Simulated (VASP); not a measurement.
BN: single point with PBE

Crystal: BN.

```
B N
1.0
     2.60472    0.00000    0.00000
    -1.30236    2.25575    0.00000
     0.00000    0.00000    4.30725
B N
2 2
Direct
  0.66667 0.33333 0.00007
  0.33333 0.66667 0.50007
  0.66667 0.33333 0.62493
  0.33333 0.66667 0.12493
```

This cell differs from its parent crystal: volume scaled by 1.06, then relaxed in part.

| Item | Value |
| --- | --- |
| Program | VASP 6.6.1 |
| Task | single point |
| Functional | PBE |
| Potentials or basis | VASP PAW PBE potentials, release 64 (B, N) |
| Cutoff | 520 eV |
| k mesh | 12 × 12 × 6 |
| Occupations | gaussian, width 0.02 eV |
| Spin | no spin polarisation |
| Dipole correction | no |
| Further INCAR settings | ALGO = Normal; EDIFF = 1e-06; NBANDS = 16 |

```yaml
Pressure: -19.4 GPa
Largest_force: 0.005 eV/Å
Band_gap_on_the_k_mesh: 5.32 eV, indirect (least direct gap 7.95 eV)
```

Forces in eV/Å, atoms in the order of the input:
```
B    0.000  0.000 -0.005
B    0.000  0.000 -0.005
N    0.000  0.000  0.005
N    0.000  0.000  0.005
```

Stress tensor (GPa, compression positive):
```
-19.32   0.00   0.00
  0.00 -19.32   0.00
  0.00   0.00 -19.43
```

Levels at points of the mesh, in eV from the valence-band top:
| k point | band 6 | band 7 | band 8 | band 9 | band 10 | band 11 |
| --- | --- | --- | --- | --- | --- | --- |
| (0.00, 0.00, 0.00) | -0.21 | 0.00 | 0.00 | 8.11 | 8.11 | 8.18 |
| (0.50, 0.00, 0.00) | -4.64 | -4.05 | -1.98 | 6.47 | 7.77 | 10.29 |
| (0.00, 0.00, 0.50) | -1.09 | -1.09 | -1.09 | 8.86 | 8.86 | 9.57 |
| (0.50, 0.00, 0.50) | -3.51 | -3.33 | -3.33 | 6.35 | 6.35 | 9.58 |

Run time: 11 s on 1 thread of Intel(R) Xeon(R) 6975P-C (Granite Rapids), on a shared host, peak memory 0.14 GiB.

 A k mesh can miss the band edges.
